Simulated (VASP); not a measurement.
# TaN (P-6m2) in VASP: a series of runs

The runs below take TaN through single point, with PBE.

All numbers are computed with VASP 6.6.1; they aren't measurements. Logs are shortened: lines on timing, memory, paths and dates and some standing lists are left out, and cuts for length are marked.

### Step 1. The cell of the first run

It takes space group P-6m2 (No. 187, hexagonal). The conventional cell has a = 2.991 Å, b = 2.991 Å, c = 2.820 Å, α = 90.00°, β = 90.00°, γ = 120.00°. Ta (site symmetry -6m2) has 6 N at 2.23 Å and 8 Ta at 2.82 to 2.99 Å within 3.0 Å. N (site symmetry -6m2) has 6 Ta at 2.23 Å and 8 N at 2.82 to 2.99 Å within 3.0 Å.

### Step 2. Single point, PBE

The input, INCAR:

```
SYSTEM = TaN
ALGO     = Normal         ! electronic algorithm
EDIFF    = 1E-6           ! SCF threshold, eV
ENCUT    = 520            ! plane-wave cutoff, eV
GGA      = PE             ! functional
ISIF     = 2              ! what is computed and relaxed
ISMEAR   = 0              ! smearing method
LASPH    = .True.         ! aspherical terms in the spheres
LCHARG   = .False.        ! write CHGCAR
LREAL    = .False.        ! projectors in reciprocal space
LWAVE    = .False.        ! write WAVECAR
NBANDS   = 15             ! bands
NELM     = 60             ! most SCF steps
PREC     = Accurate       ! precision mode
SIGMA    = 0.15           ! smearing width, eV
```

The input, KPOINTS:

```
k-points
0
Gamma
  24 24 22
  0 0 0
```

The input, POSCAR:

```
TaN
1.0
    2.9906031911      0.0000000000      0.0000000000
   -1.4953015955      2.5899383361      0.0000000000
    0.0000000000      0.0000000000      2.8199731549
Ta N
1 1
Direct
    0.3333333333      0.6666666667      0.5000000000
    0.0000000000      0.0000000000      0.0000000000
```

Potentials or basis: VASP PAW PBE potentials, release 64 (Ta_pv, N).

Started as:

```console
cat potpaw_PBE.64/Ta_pv/POTCAR potpaw_PBE.64/N/POTCAR > POTCAR
mpirun -np 1 vasp_std > vasp.out
```

OUTCAR:

```text
SYSTEM = TaN
   EDIFF = 1E-6
   ENCUT = 520
   GGA = PE
   ISIF = 2
   ISMEAR = 0
   LASPH = .True.
   LREAL = .False.
   NELM = 60
   PREC = Accurate

 ion  position               nearest neighbor table
   1  0.333  0.667  0.500-   2 2.23   2 2.23   2 2.23   2 2.23   2 2.23   2 2.23
   2  0.000  0.000  0.000-   1 2.23   1 2.23   1 2.23   1 2.23   1 2.23   1 2.23

  LATTYP: Found a hexagonal cell.
 ALAT       =     2.9906031911
 C/A-ratio  =     0.9429446084

  Lattice vectors:

 A1 = (   2.9906031911,   0.0000000000,   0.0000000000)
 A2 = (  -1.4953015955,   2.5899383361,   0.0000000000)
 A3 = (   0.0000000000,   0.0000000000,   2.8199731549)

Analysis of symmetry for initial positions (statically):
=====================================================================
 Subroutine PRICEL returns:
 Original cell was already a primitive cell.

 Routine SETGRP: Setting up the symmetry group for a
 hexagonal supercell.

 Subroutine GETGRP returns: Found 12 space group operations
 (whereof 12 operations were pure point group operations)
 out of a pool of 24 trial point group operations.

The static configuration has the point symmetry D_3h.

Analysis of symmetry for dynamics (positions and initial velocities):
=====================================================================
 Subroutine PRICEL returns:
 Original cell was already a primitive cell.

 Routine SETGRP: Setting up the symmetry group for a
 hexagonal supercell.

 Subroutine GETGRP returns: Found 12 space group operations
 (whereof 12 operations were pure point group operations)
 out of a pool of 24 trial point group operations.

The dynamic configuration has the point symmetry D_3h.

 Subroutine INISYM returns: Found 12 space group operations
 (whereof 12 operations are pure point group operations),
 and found     1 'primitive' translations

----------------------------------------------------------------------------------------

                                     Primitive cell

  volume of cell :      21.8420

  direct lattice vectors                    reciprocal lattice vectors
     2.990603191  0.000000000  0.000000000     0.334380704  0.193054789  0.000000000
    -1.495301595  2.589938336  0.000000000     0.000000000  0.386109579  0.000000000
     0.000000000  0.000000000  2.819973155     0.000000000  0.000000000  0.354613305

  length of vectors
     2.990603191  2.990603191  2.819973155     0.386109579  0.386109579  0.354613305

  position of ions in fractional coordinates (direct lattice)
     0.333333333  0.666666667  0.500000000
     0.000000000  0.000000000  0.000000000

  ion indices of the primitive-cell ions
   primitive index   ion index
                 1           1
                 2           2

----------------------------------------------------------------------------------------

 KPOINTS: k-points

Automatic generation of k-mesh.
 Grid dimensions read from file:
 generate k-points for:   24   24   22

 Generating k-lattice:

  Cartesian coordinates                     Fractional coordinates (reciprocal lattice)
     0.013932529  0.008043950  0.000000000     0.041666667 -0.000000000  0.000000000
     0.000000000  0.016087899  0.000000000     0.000000000  0.041666667  0.000000000
     0.000000000  0.000000000  0.016118787     0.000000000  0.000000000  0.045454545

  Length of vectors
     0.016087899  0.016087899  0.016118787

  Shift w.r.t. Gamma in fractional coordinates (k-lattice)
     0.000000000  0.000000000  0.000000000

 Subroutine IBZKPT returns following result:
 ===========================================

 Found    732 irreducible k-points:

 Following reciprocal coordinates:
            Coordinates               Weight
  0.000000  0.000000  0.000000      1.000000
  0.041667 -0.000000  0.000000      6.000000
  0.083333  0.000000  0.000000      6.000000
  0.125000 -0.000000  0.000000      6.000000
  0.166667 -0.000000  0.000000      6.000000
  0.208333 -0.000000  0.000000      6.000000
[... 16 lines left out ...]
  0.416667  0.041667  0.000000     12.000000
  0.458333  0.041667  0.000000     12.000000
 [... further k-points ...]
   k-points           NKPTS =    732   k-points in BZ     NKDIM =    732   number of bands    NBANDS=     15
   number of dos      NEDOS =    301   number of ions     NIONS =      2
   total plane-waves  NPLWV =  13824
   dimension x,y,z NGX =    24 NGY =   24 NGZ =   24
   dimension x,y,z NGXF=    48 NGYF=   48 NGZF=   48
   ions per type =               1   1
   NGX,Y,Z   is equivalent  to a cutoff of  13.34, 13.34, 14.15 a.u.
   NGXF,Y,Z  is equivalent  to a cutoff of  26.68, 26.68, 28.30 a.u.
 SYSTEM =  TaN
   PREC   = accura    normal or accurate (medium, high low for compatibility)
   ISTART =      0    job   : 0-new  1-cont  2-samecut
   ICHARG =      2    charge: 1-file 2-atom 10-const
   ISPIN  =      1    spin polarized calculation?
   LNONCOLLINEAR =      F non collinear calculations
   LSORBIT =      F    spin-orbit coupling
   LASPH  =      T    aspherical Exc in radial PAW
   ENCUT  =  520.0 eV  38.22 Ry    6.18 a.u.   5.56  5.56  5.24*2*pi/ulx,y,z
   NELM   =     60;   NELMIN=  2; NELMDL= -5     # of ELM steps
   EDIFF  = 0.1E-05   stopping-criterion for ELM
   LREAL  =      F    real-space projection
   EDIFFG = 0.1E-04   stopping-criterion for IOM
   NSW    =      0    number of steps for IOM
   IBRION =     -1    ionic relax: 0-MD 1-quasi-New 2-CG
   NFREE  =      0    steps in history (QN), initial steepest desc. (CG)
   ISIF   =      2    stress and relaxation
   ISYM   =      2    0-nonsym 1-usesym 2-fastsym
   POTIM  = 0.5000    time-step for ionic-motion
   TEBEG  =    0.0;   TEEND  =   0.0 temperature during run
   PSTRESS=    0.0 pullay stress
   NELECT =      16.0000    total number of electrons
   NUPDOWN=      -1.0000    fix difference up-down
   EMIN   =  10.00;   EMAX   =-10.00  energy-range for DOS
   EFERMI =   0.00;   METHOD = LEGACY
   ISMEAR =     0;   SIGMA  =   0.15  broadening in eV -4-tet -1-fermi 0-gaus
   EFERMI_NEDOS =   21; number of points for ismear=-14 and -15
   IALGO  =     38    algorithm
   IMIX   =      4    mixing-type and parameters
     AMIX     =   0.40;   BMIX     =  1.00
     AMIX_MAG =   1.60;   BMIX_MAG =  1.00
  volume/ion in A,a.u.               =      10.92        73.70
  Fermi-wavevector in a.u.,A,eV,Ry     =   1.475765  2.788791 29.631873  2.177881
  Thomas-Fermi vector in A             =   2.590374
   LORBIT       =      0    0 simple, 1 ext, 2 COOP (PROOUT), +10 PAW based schemes
   GGA     = PE    functional components
   LHFCALC =     F    Hartree Fock is set to
   AEXX    =    0.0000 exact exchange contribution
   IVDW    =     0    specifies the selected vdW correction
   LEPSILON=     F    determine dielectric tensor
   LRPA    =     F    only Hartree local field effects (RPA)
 non-spin polarized calculation
 Gauss-broadening in eV      SIGMA  =   0.15
  energy-cutoff  :      520.00
  volume of cell :       21.84
 maximum number of plane-waves:       605
 NGX is ok and might be reduce to    24

 number of electron      15.9999999 magnetization

 Free energy of the ion-electron system (eV)
  ---------------------------------------------------
  ext. energy  EPLUGINS =         0.00000000
  ---------------------------------------------------
  free energy    TOTEN  =       -22.39782959 eV

  energy without entropy =      -22.39698876  energy(sigma->0) =      -22.39740918

 E-fermi :   8.1386     XC(G=0): -13.2655

 val. band max:        8.1149600815   @ k =   0.0000   0.0000   0.4091
 cond. band min:       8.1407163882   @ k =   0.3333   0.3333   0.0000
 fundamental gap:      0.0257563067
 Fermi energy:         8.1386143558

 k-point     1 :       0.0000    0.0000    0.0000
  band No.  band energies     occupation
      1     -26.6502      2.00000
      2     -26.5489      2.00000
      3     -26.5489      2.00000
      4      -9.6005      2.00000
      5       3.3133      2.00000
      6       3.3133      2.00000
      7       4.0530      2.00000
      8       5.4699      2.00000
      9       9.9298      0.00000
     10      11.8670      0.00000
     11      11.8670      0.00000
     12      12.1537      0.00000
     13      12.1537      0.00000
     14      21.2193      0.00000
     15      21.5175      0.00000

 k-point     2 :       0.0417   -0.0000    0.0000
  band No.  band energies     occupation
      1     -26.6482      2.00000
      2     -26.5653      2.00000
      3     -26.5524      2.00000
      4      -9.5660      2.00000
      5       3.2013      2.00000
      6       3.3403      2.00000
      7       4.1017      2.00000
      8       5.4202      2.00000
      9      10.0683      0.00000
     10      11.7883      0.00000
     11      11.8682      0.00000
     12      12.1372      0.00000
     13      12.2027      0.00000
     14      21.2050      0.00000
     15      21.5123      0.00000

 k-point     3 :       0.0833    0.0000    0.0000
  band No.  band energies     occupation
      1     -26.6425      2.00000
      2     -26.6131      2.00000
      3     -26.5626      2.00000
      4      -9.4646      2.00000
      5       2.9084      2.00000
      6       3.4194      2.00000
      7       4.2278      2.00000
      8       5.2792      2.00000
      9      10.4521      0.00000
     10      11.5708      0.00000
     11      11.8745      0.00000
     12      12.0892      0.00000
     13      12.3390      0.00000
     14      21.1660      0.00000
     15      21.5013      0.00000
[... 343 lines left out ...]
 k-point    23 :       0.4167    0.0417    0.0000
  band No.  band energies     occupation
      1     -27.4039      2.00000
      2     -26.7520      2.00000
      3     -26.5384      2.00000
      4      -7.5269      2.00000
      5      -0.0345      2.00000
      6       3.4233      2.00000
      7       4.3887      2.00000
      8       5.1084      2.00000
      9      11.1930      0.00000
     10      11.3673      0.00000
     11      12.8446      0.00000
     12      13.6139      0.00000
     13      15.5240      0.00000
     14      19.7670      0.00000
     15      21.4691      0.00000

 k-point    24 :       0.4583    0.0417    0.0000
  band No.  band energies     occupation
      1     -27.4314      2.00000
      2     -26.7589      2.00000
      3     -26.5345      2.00000
      4      -7.4478      2.00000
      5      -0.1101      2.00000
      6       3.3689      2.00000
      7       4.3666      2.00000
      8       5.1090      2.00000
      9      11.1623      0.00000
     10      11.5922      0.00000
     11      12.8726      0.00000
     12      13.6255      0.00000
     13      15.8658      0.00000
     14      19.2064      0.00000
     15      21.4676      0.00000

 [... further k-points ...]

------------------------ aborting loop because EDIFF is reached ----------------------------------------

  FORCE on cell =-STRESS in cart. coord.  units (eV):
  Direction    XX          YY          ZZ          XY          YZ          ZX
  --------------------------------------------------------------------------------------
  -------------------------------------------------------------------------------------
  Total       -0.8982660     -0.8982660      2.6565385     -0.0000000      0.0000000      0.0000000
  in kB      -65.8904284    -65.8904284    194.8648478     -0.0000000      0.0000000      0.0000000
  external PRESSURE =      21.0279970 kB  Pullay stress =       0.0000000 kB

 VOLUME and BASIS-vectors are now :
 -----------------------------------------------------------------------------
  energy-cutoff  :      520.00
  volume of cell :       21.84
      direct lattice vectors                 reciprocal lattice vectors
     2.990603191  0.000000000  0.000000000     0.334380704  0.193054789  0.000000000
    -1.495301595  2.589938336  0.000000000     0.000000000  0.386109579  0.000000000
     0.000000000  0.000000000  2.819973155     0.000000000  0.000000000  0.354613305

 POSITION                                       TOTAL-FORCE (eV/Angst)
 -----------------------------------------------------------------------------------
     -0.00000      1.72663      1.40999         0.000000     -0.000000      0.000000
      0.00000      0.00000      0.00000        -0.000000      0.000000      0.000000
 -----------------------------------------------------------------------------------
    total drift:                                0.000000     -0.000000     -0.000000

  FREE ENERGIE OF THE ION-ELECTRON SYSTEM (eV)
  ---------------------------------------------------
  free  energy   TOTEN  =       -22.3978295909 eV

  energy  without entropy=      -22.3969887611  energy(sigma->0) =      -22.39740918
```

Wall time 2 min (1 thread of Intel Xeon 6975P-C (Granite Rapids), shared host); peak memory 0.35 GiB.

What came out:

```yaml
Free_energy: -22.3978 eV
Pressure: 2.1 GPa
Band_gap_on_the_k_mesh: zero (bands 8 and 9 overlap by 0.35 eV)
```

Caveat: spin-orbit coupling is left out, which moves the levels of the heavy elements.

### Step 3. Single point, PBE

This run uses another cell than the first one, of the same volume but with other edges.

The input, INCAR:

```
SYSTEM = TaN
ALGO = Normal
EDIFF = 1E-7
ENCUT = 520
GGA = PE
ISIF = 2
ISMEAR = 0
LASPH = .TRUE.
LCHARG = .FALSE.
LREAL = .FALSE.
LWAVE = .FALSE.
NBANDS = 15
NELM = 80
PREC = Accurate
SIGMA = 0.15
```

The input, KPOINTS:

```
k-points
0
G
  24 24 22
  0 0 0
```

The input, POSCAR:

```
TaN
1.0
    2.9025927336      0.0000000000      0.0000000000
   -1.4512963668      2.5137190442      0.0000000000
    0.0000000000      0.0000000000      2.9935764343
Ta N
1 1
Direct
    0.3333333333      0.6666666667      0.5000000000
    0.0000000000      0.0000000000      0.0000000000
```

Potentials or basis: VASP PAW PBE potentials, release 64 (Ta_pv, N).

Started as:

```console
cat potpaw_PBE.64/Ta_pv/POTCAR potpaw_PBE.64/N/POTCAR > POTCAR
mpirun -np 1 vasp_std > vasp.out
```

Wall time 2.1 min (1 thread of Intel Xeon 6975P-C (Granite Rapids), shared host); peak memory 0.35 GiB.

It converged, with:

* Free energy: -22.3800 eV
* Pressure: -0.1 GPa
* Band gap on the k mesh: zero (bands 8 and 9 overlap by 0.36 eV)

Stress tensor (GPa, compression positive):
```
  9.91   0.00   0.00
  0.00   9.91   0.00
  0.00   0.00 -20.02
```

Levels at points of the mesh, in eV from the Fermi level:
```csv
k point,band 5,band 6,band 7,band 8,band 9,band 10,band 11,band 12
"(0.00, 0.00, 0.00)",-4.29,-4.07,-4.07,-3.15,2.59,3.28,3.28,3.89
"(0.50, 0.00, 0.00)",-8.08,-5.47,-3.45,-2.84,2.81,4.39,4.90,5.58
"(0.00, 0.00, 0.50)",-9.27,-3.24,-3.24,-0.11,-0.11,1.66,3.65,3.65
"(0.50, 0.00, 0.50)",-7.16,-6.14,-5.21,-0.55,4.07,5.50,5.58,7.04
```

Caveat: spin-orbit coupling is left out, which moves the levels of the heavy elements.
